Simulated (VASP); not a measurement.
**Mg: single point with r2SCAN**

The system is Mg.

```
CELL_PARAMETERS angstrom
0.00000 2.24772 2.24772
2.24772 0.00000 2.24772
2.24772 2.24772 0.00000
ATOMIC_POSITIONS crystal
Mg 0.00000 0.00000 0.00000
```

| Item | Value |
| --- | --- |
| Program | VASP 6.6.1 |
| Task | single point |
| Functional | r2SCAN |
| Potentials or basis | VASP PAW PBE potentials, release 64 (Mg) |
| Cutoff | 520 eV |
| k mesh | 6 × 6 × 6 |
| Occupations | fermi-dirac, width 0.1 eV |
| Spin | no spin polarisation |

- Pressure: -0.5 GPa
- Band gap on the k mesh: zero (band 1 reaches 3.20 eV, above the bottom of band 2 at 1.44 eV)

Levels at points of the mesh, in eV from the Fermi level:
```tsv
k point	band 1	band 2	band 3	band 4
(0.00, 0.00, 0.00)	-7.59	13.08	13.08	13.08
(0.50, 0.00, 0.00)	-2.11	-1.42	11.90	11.90
(0.50, 0.50, 0.00)	-0.46	0.73	6.28	7.35
```

Wall time 7.3 s on 1 thread of Intel(R) Xeon(R) Platinum 8488C (Sapphire Rapids) (shared host), peak memory 0.13 GiB.

Caveat: the k points lie up to 0.40 Å⁻¹ apart; the PAW data sets were made with another functional, which shifts forces and pressure a little.
